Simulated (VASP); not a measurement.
The system is Si3Se2.

```
Si Se
1.0
     4.67948    0.00000    0.00000
     0.00000    4.67948    0.00000
     0.00000    0.00000    4.67948
Si Se
3 2
Direct
  0.50000 0.00000 0.00000
  0.00000 0.50000 0.00000
  0.00000 0.00000 0.50000
  0.50000 0.50000 0.50000
  0.00000 0.00000 0.00000
```

The cell was built from a structure type or drawn by symmetry, and may not be a known phase.

| Item | Value |
| --- | --- |
| Program | VASP 6.6.1 |
| Task | relaxation of cell and atoms |
| Functional | PBE |
| Potentials or basis | VASP PAW PBE potentials, release 64 (Si, Se) |
| Cutoff | 500 eV |
| k mesh | 4 × 4 × 4 |
| Occupations | gaussian, width 0.2 eV |
| Spin | no spin polarisation |

At the start: pressure 6.8 GPa; volume 20.49 Å³/atom.

**Question.** How do energy, volume and symmetry change on relaxing?

**Answer.** Over 3 steps the energy falls by 88.8 meV/atom and the volume is 25.18 Å³/atom (+22.9 %); space group Pm-3m (No. 221, to 0.1 Å) before and after.

The path:
| step | energy change (eV) | largest force (eV/Å) | pressure (GPa) | volume (Å³) |
| --- | --- | --- | --- | --- |
| 1 | 0.0000 | 0.0000 | 6.79 | 102.47 |
| 2 | -0.3584 | 0.0000 | 2.46 | 115.90 |
| 3 | -0.4439 | 0.0000 | 0.22 | 125.91 |

Final structure:
```
Si Se
1.0
     5.01204    0.00000    0.00000
     0.00000    5.01204    0.00000
     0.00000    0.00000    5.01204
Si Se
3 2
Direct
  0.50000 0.00000 0.00000
  0.00000 0.50000 0.00000
  0.00000 0.00000 0.50000
  0.50000 0.50000 0.50000
  0.00000 0.00000 0.00000
```

Caveat: the volume moved by over 15 % at a fixed basis, so the end points are rough.
